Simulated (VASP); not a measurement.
K4CoSi: single point with PBE

The system is K4CoSi.

```xyz
6
Lattice="0.0000 4.3264 4.3264 4.3264 0.0000 4.3264 4.3264 4.3264 0.0000" Properties=species:S:1:pos:R:3 pbc="T T T"
K     5.4080    3.2448    5.4080
K     5.4080    5.4080    3.2448
K     3.2448    3.2448    3.2448
K     3.2448    5.4080    5.4080
Co    0.0000    0.0000    0.0000
Si    6.4896    6.4896    6.4896
```

- Program: VASP 6.6.1
- Task: single point
- Functional: PBE
- Potentials or basis: VASP PAW PBE potentials, release 64 (K_sv, Co, Si)
- Cutoff: 520 eV
- k mesh: 4 × 4 × 4
- Occupations: gaussian, width 0.1 eV
- Spin: collinear spin, ferromagnetic start
- Starting moments: [0.0, 0.0, 0.0, 0.0, 3.0, 0.0] μB
- Dipole correction: no
- Further INCAR settings: ALGO = Normal; EDIFF = 1e-06; NBANDS = 38

| Item | Value |
| --- | --- |
| Pressure | 3.9 GPa |
| Net moment | 1.57 μB per cell |
| Site moments | K -0.02; Co +1.83; Si +0.01 μB |
| Valence electrons inside the program's atomic spheres | K 7.63; Co 7.75; Si 1.54 |

Levels at points of the mesh, in eV from the Fermi level:
Spin up:
| k point | band 22 | band 23 | band 24 | band 25 | band 26 | band 27 | band 28 | band 29 |
| --- | --- | --- | --- | --- | --- | --- | --- | --- |
| (0.00, 0.00, 0.00) | -1.51 | -1.51 | -0.86 | -0.86 | -0.86 | -0.18 | 1.71 | 1.71 |
| (0.50, 0.00, 0.00) | -1.55 | -1.55 | -0.77 | -0.62 | -0.62 | 0.99 | 1.49 | 1.49 |
| (0.50, 0.50, 0.00) | -1.60 | -1.52 | -0.97 | -0.97 | 0.24 | 0.58 | 1.84 | 1.84 |
Spin down:
```
           k point  band 19  band 20  band 21  band 22  band 23  band 24  band 25  band 26  band 27  band 28
(0.00, 0.00, 0.00)    -1.13    -1.13    -1.13    -0.52    -0.52    -0.37     0.08     0.08     0.08     1.71
(0.50, 0.00, 0.00)    -0.93    -0.93    -0.89    -0.53    -0.53     0.14     0.15     0.15     0.77     1.55
(0.50, 0.50, 0.00)    -1.07    -1.07    -0.78    -0.53    -0.28     0.01     0.01     0.46     0.83     1.82
```

It used 520 s of CPU time on 1 thread of AMD EPYC 7R13 Processor (Zen 3) (shared host).
